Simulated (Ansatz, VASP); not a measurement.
# One calculation of Ni, two programs

```
Ni
1.0
     0.00000    1.76194    1.76194
     1.76194    0.00000    1.76194
     1.76194    1.76194    0.00000
Ni
1
Direct
  0.00000 0.00000 0.00000
```

Alike in both runs: task single point; functional r2SCAN; k mesh 14 × 14 × 14; occupations fermi-dirac, width 0.1 eV; collinear spin.

|  | VASP | Ansatz |
| --- | --- | --- |
| version | VASP 6.6.1 | Ansatz 0.2.0 |
| potentials or method | VASP PAW PBE potentials, release 64 (Ni), cutoff 660 eV | PAW, plane waves, scalar-relativistic |
| valence electrons in the cell | 10 | 18 |

```csv
,VASP,Ansatz,Ansatz less VASP
pressure (GPa),-6.9,-7.5,-0.55
net moment per atom (μB),0.74,0.75,+0.014
size of the moment on the site where the two differ most (μB),0.77,0.82,+0.059
```

VASP's potentials were made for PBE, not for r2SCAN. Site moments also hang on the region over which each program counts them. The functional is the same, so the differences come from potentials, cutoffs and numerics. VASP's potentials hold 10 valence electrons a cell and Ansatz's 18, so a difference there can come from the potentials and not from the codes. Ansatz's warnings: stability check not made.
